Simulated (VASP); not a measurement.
# Cu (I4/mmm) in VASP: single point with PBEsol

Aim: the single point of Cu with PBEsol.

All numbers are computed with VASP 6.6.1; they aren't measurements. Logs are shortened: lines on timing, memory, paths and dates and some standing lists are left out, and cuts for length are marked.

## (1) The cell of the first run

Symmetry: I4/mmm, No. 139, tetragonal system. Conventional cell: a = 2.740 Å, b = 2.740 Å, c = 3.496 Å, α = 90.00°, β = 90.00°, γ = 90.00°. Cu (site symmetry 4/mmm) has 14 Cu at 2.61 to 3.50 Å within 3.5 Å.

## (2) Single point, PBEsol (13.12 Å³/atom)

INCAR

```
SYSTEM = Cu
  PREC = Accurate
  ENCUT = 820
  EDIFF = 1E-6
  ISMEAR = 0
  SIGMA = 0.15
  LREAL = .FALSE.
  LASPH = .TRUE.
  NELM = 120
  ALGO = Normal
  ISIF = 2
  LWAVE = .FALSE.
  LCHARG = .FALSE.
  GGA = PS
  NBANDS = 16
  GGA_COMPAT = .FALSE.
```

KPOINTS

```
Automatic mesh
0
G
  24 24 24
  0 0 0
```

POSCAR

```
Cu
1.0
    0.0000000000      1.9373154362      1.7478459866
    1.9373154362      0.0000000000      1.7478459866
    1.9373154362      1.9373154362      0.0000000000
Cu
1
Direct
    0.0000000000      0.0000000000      0.0000000000
```

Potentials or basis: VASP PAW PBE potentials, release 64 (Cu_sv_GW).

Launch:

```sh
$ cat potpaw_PBE.64/Cu_sv_GW/POTCAR > POTCAR
$ mpirun -np 1 vasp_std > vasp.out
```

OUTCAR:

```text
SYSTEM = Cu
   PREC = Accurate
   ENCUT = 820
   EDIFF = 1E-6
   ISMEAR = 0
   LREAL = .FALSE.
   LASPH = .TRUE.
   NELM = 120
   ISIF = 2
   GGA = PS

 ion  position               nearest neighbor table
   1  0.000  0.000  0.000-

  LATTYP: Found a body centered tetragonal cell.
 ALAT       =     2.7397777645
 C/A-ratio  =     1.2759034760

  Lattice vectors:

 A1 = (   0.0000000000,  -1.9373154362,  -1.7478459866)
 A2 = (   0.0000000000,   1.9373154362,  -1.7478459866)
 A3 = (   1.9373154362,   0.0000000000,   1.7478459866)

Analysis of symmetry for initial positions (statically):
=====================================================================
 Subroutine PRICEL returns:
 Original cell was already a primitive cell.

 Routine SETGRP: Setting up the symmetry group for a
 body centered tetragonal supercell.

 Subroutine GETGRP returns: Found 16 space group operations
 (whereof 16 operations were pure point group operations)
 out of a pool of 16 trial point group operations.

The static configuration has the point symmetry D_4h.

Analysis of symmetry for dynamics (positions and initial velocities):
=====================================================================
 Subroutine PRICEL returns:
 Original cell was already a primitive cell.

 Routine SETGRP: Setting up the symmetry group for a
 body centered tetragonal supercell.

 Subroutine GETGRP returns: Found 16 space group operations
 (whereof 16 operations were pure point group operations)
 out of a pool of 16 trial point group operations.

The dynamic configuration has the point symmetry D_4h.

 Subroutine INISYM returns: Found 16 space group operations
 (whereof 16 operations are pure point group operations),
 and found     1 'primitive' translations

----------------------------------------------------------------------------------------

                                     Primitive cell

  volume of cell :      13.1200

  direct lattice vectors                    reciprocal lattice vectors
     0.000000000  1.937315436  1.747845987    -0.258089101  0.258089101  0.286066395
     1.937315436  0.000000000  1.747845987     0.258089101 -0.258089101  0.286066395
     1.937315436  1.937315436  0.000000000     0.258089101  0.258089101 -0.286066395

  length of vectors
     2.609244468  2.609244468  2.739777764     0.463739098  0.463739098  0.463739098

  position of ions in fractional coordinates (direct lattice)
     0.000000000  0.000000000  0.000000000

  ion indices of the primitive-cell ions
   primitive index   ion index
                 1           1

----------------------------------------------------------------------------------------

 KPOINTS: Automatic mesh

Automatic generation of k-mesh.
 Grid dimensions read from file:
 generate k-points for:   24   24   24

 Generating k-lattice:

  Cartesian coordinates                     Fractional coordinates (reciprocal lattice)
    -0.010753713  0.010753713  0.011919433     0.041666667  0.000000000  0.000000000
     0.010753713 -0.010753713  0.011919433     0.000000000  0.041666667  0.000000000
     0.010753713  0.010753713 -0.011919433     0.000000000  0.000000000  0.041666667

  Length of vectors
     0.019322462  0.019322462  0.019322462

  Shift w.r.t. Gamma in fractional coordinates (k-lattice)
     0.000000000  0.000000000  0.000000000

 Subroutine IBZKPT returns following result:
 ===========================================

 Found   1063 irreducible k-points:

 Following reciprocal coordinates:
            Coordinates               Weight
  0.000000  0.000000  0.000000      1.000000
  0.041667 -0.000000  0.000000      8.000000
  0.083333  0.000000  0.000000      8.000000
  0.125000 -0.000000  0.000000      8.000000
  0.166667 -0.000000  0.000000      8.000000
  0.208333  0.000000  0.000000      8.000000
[... 16 lines left out ...]
  0.416667  0.041667  0.000000      8.000000
  0.458333  0.041667  0.000000      8.000000
 [... further k-points ...]
   k-points           NKPTS =   1063   k-points in BZ     NKDIM =   1063   number of bands    NBANDS=     16
   number of dos      NEDOS =    301   number of ions     NIONS =      1
   total plane-waves  NPLWV =  16128
   dimension x,y,z NGX =    24 NGY =   24 NGZ =   28
   dimension x,y,z NGXF=    48 NGYF=   48 NGZF=   56
   ions per type =               1
   NGX,Y,Z   is equivalent  to a cutoff of  15.29, 15.29, 16.99 a.u.
   NGXF,Y,Z  is equivalent  to a cutoff of  30.58, 30.58, 33.98 a.u.
 SYSTEM =  Cu
   PREC   = accura    normal or accurate (medium, high low for compatibility)
   ISTART =      0    job   : 0-new  1-cont  2-samecut
   ICHARG =      2    charge: 1-file 2-atom 10-const
   ISPIN  =      1    spin polarized calculation?
   LNONCOLLINEAR =      F non collinear calculations
   LSORBIT =      F    spin-orbit coupling
   LASPH  =      T    aspherical Exc in radial PAW
   ENCUT  =  820.0 eV  60.27 Ry    7.76 a.u.   6.09  6.09  6.40*2*pi/ulx,y,z
   NELM   =    120;   NELMIN=  2; NELMDL= -5     # of ELM steps
   EDIFF  = 0.1E-05   stopping-criterion for ELM
   LREAL  =      F    real-space projection
   EDIFFG = 0.1E-04   stopping-criterion for IOM
   NSW    =      0    number of steps for IOM
   IBRION =     -1    ionic relax: 0-MD 1-quasi-New 2-CG
   NFREE  =      0    steps in history (QN), initial steepest desc. (CG)
   ISIF   =      2    stress and relaxation
   ISYM   =      2    0-nonsym 1-usesym 2-fastsym
   POTIM  = 0.5000    time-step for ionic-motion
   TEBEG  =    0.0;   TEEND  =   0.0 temperature during run
   PSTRESS=    0.0 pullay stress
   NELECT =      19.0000    total number of electrons
   NUPDOWN=      -1.0000    fix difference up-down
   EMIN   =  10.00;   EMAX   =-10.00  energy-range for DOS
   EFERMI =   0.00;   METHOD = LEGACY
   ISMEAR =     0;   SIGMA  =   0.15  broadening in eV -4-tet -1-fermi 0-gaus
   EFERMI_NEDOS =   21; number of points for ismear=-14 and -15
   IALGO  =     38    algorithm
   IMIX   =      4    mixing-type and parameters
     AMIX     =   0.40;   BMIX     =  1.00
     AMIX_MAG =   1.60;   BMIX_MAG =  1.00
  volume/ion in A,a.u.               =      13.12        88.54
  Fermi-wavevector in a.u.,A,eV,Ry     =   1.852172  3.500098 46.675368  3.430543
  Thomas-Fermi vector in A             =   2.901981
   LORBIT       =      0    0 simple, 1 ext, 2 COOP (PROOUT), +10 PAW based schemes
   GGA     = PS    functional components
   LHFCALC =     F    Hartree Fock is set to
   AEXX    =    0.0000 exact exchange contribution
   IVDW    =     0    specifies the selected vdW correction
   LEPSILON=     F    determine dielectric tensor
   LRPA    =     F    only Hartree local field effects (RPA)
 non-spin polarized calculation
 Gauss-broadening in eV      SIGMA  =   0.15
  energy-cutoff  :      820.00
  volume of cell :       13.12
 maximum number of plane-waves:       732
   NGX = 13   NGY = 13   NGZ = 13

 number of electron      18.9999994 magnetization

 Free energy of the ion-electron system (eV)
  ---------------------------------------------------
  ext. energy  EPLUGINS =         0.00000000
  ---------------------------------------------------
  free energy    TOTEN  =        -4.26812132 eV

  energy without entropy =       -4.26416311  energy(sigma->0) =       -4.26614221

 E-fermi :   6.1571     XC(G=0): -12.8865

 val. band max:        6.1513139478   @ k =  -0.3333   0.2083   0.0417
 cond. band min:       6.1641185280   @ k =  -0.2917   0.2083   0.1667
 fundamental gap:      0.0128045802
 Fermi energy:         6.1571289533

 k-point     1 :       0.0000    0.0000    0.0000
  band No.  band energies     occupation
      1    -105.8389      2.00000
      2     -63.3254      2.00000
      3     -63.3254      2.00000
      4     -63.3235      2.00000
      5      -2.4873      2.00000
      6       3.3619      2.00000
[... 8 lines left out ...]
     15      32.1375      0.00000
     16      32.3115      0.00000

 k-point     2 :       0.0417   -0.0000    0.0000
  band No.  band energies     occupation
      1    -105.8387      2.00000
      2     -63.3262      2.00000
      3     -63.3256      2.00000
      4     -63.3240      2.00000
      5      -2.4282      2.00000
      6       3.3603      2.00000
[... 8 lines left out ...]
     15      32.4636      0.00000
     16      32.6422      0.00000

 k-point     3 :       0.0833    0.0000    0.0000
  band No.  band energies     occupation
      1    -105.8384      2.00000
      2     -63.3297      2.00000
      3     -63.3266      2.00000
      4     -63.3246      2.00000
      5      -2.2519      2.00000
      6       3.3530      2.00000
[... 8 lines left out ...]
     15      33.1197      0.00000
     16      33.3618      0.00000

 k-point     4 :       0.1250   -0.0000    0.0000
  band No.  band energies     occupation
      1    -105.8378      2.00000
      2     -63.3356      2.00000
      3     -63.3280      2.00000
      4     -63.3251      2.00000
      5      -1.9615      2.00000
      6       3.3345      2.00000
[... 8 lines left out ...]
     15      33.3373      0.00000
     16      33.6280      0.00000
[... 324 lines left out ...]
 k-point    22 :       0.3750    0.0417    0.0000
  band No.  band energies     occupation
      1    -105.8319      2.00000
      2     -63.3858      2.00000
      3     -63.3408      2.00000
      4     -63.3288      2.00000
      5       1.1245      2.00000
      6       3.3261      2.00000
[... 8 lines left out ...]
     15      30.5083      0.00000
     16      31.2181      0.00000

 k-point    23 :       0.4167    0.0417    0.0000
  band No.  band energies     occupation
      1    -105.8312      2.00000
      2     -63.3920      2.00000
      3     -63.3421      2.00000
      4     -63.3294      2.00000
      5       1.4504      2.00000
      6       3.2900      2.00000
[... 8 lines left out ...]
     15      29.9335      0.00000
     16      30.9305      0.00000

 k-point    24 :       0.4583    0.0417    0.0000
  band No.  band energies     occupation
      1    -105.8308      2.00000
      2     -63.3960      2.00000
      3     -63.3429      2.00000
      4     -63.3299      2.00000
      5       1.6132      2.00000
      6       3.2646      2.00000
[... 8 lines left out ...]
     15      29.2841      0.00000
     16      30.8987      0.00000

 [... further k-points ...]

------------------------ aborting loop because EDIFF is reached ----------------------------------------

  FORCE on cell =-STRESS in cart. coord.  units (eV):
  Direction    XX          YY          ZZ          XY          YZ          ZX
  --------------------------------------------------------------------------------------
  -------------------------------------------------------------------------------------
  Total       -1.4811101     -1.4811101     -1.2649302      0.0000000      0.0000000      0.0000000
  in kB     -180.8689804   -180.8689804   -154.4697052      0.0000000      0.0000000      0.0000000
  external PRESSURE =    -172.0692220 kB  Pullay stress =       0.0000000 kB

 VOLUME and BASIS-vectors are now :
 -----------------------------------------------------------------------------
  energy-cutoff  :      820.00
  volume of cell :       13.12
      direct lattice vectors                 reciprocal lattice vectors
     0.000000000  1.937315436  1.747845987    -0.258089101  0.258089101  0.286066395
     1.937315436  0.000000000  1.747845987     0.258089101 -0.258089101  0.286066395
     1.937315436  1.937315436  0.000000000     0.258089101  0.258089101 -0.286066395

 POSITION                                       TOTAL-FORCE (eV/Angst)
 -----------------------------------------------------------------------------------
      0.00000      0.00000      0.00000         0.000000      0.000000      0.000000
 -----------------------------------------------------------------------------------
    total drift:                               -0.000000     -0.000000      0.000000

  FREE ENERGIE OF THE ION-ELECTRON SYSTEM (eV)
  ---------------------------------------------------
  free  energy   TOTEN  =        -4.2681213164 eV

  energy  without entropy=       -4.2641631078  energy(sigma->0) =       -4.26614221
```

Wall time 2.8 min (1 thread of Intel Xeon Platinum 8488C (Sapphire Rapids), shared host); peak memory 0.62 GiB.

Results:

```yaml
Free_energy: -4.2681 eV
Pressure: -17.2 GPa
Band_gap_on_the_k_mesh: zero (an odd number of electrons rules out a gap without spin polarisation)
```

Caveat: the cell stands under tension; the PAW data sets were made with another functional, which shifts forces and pressure a little.
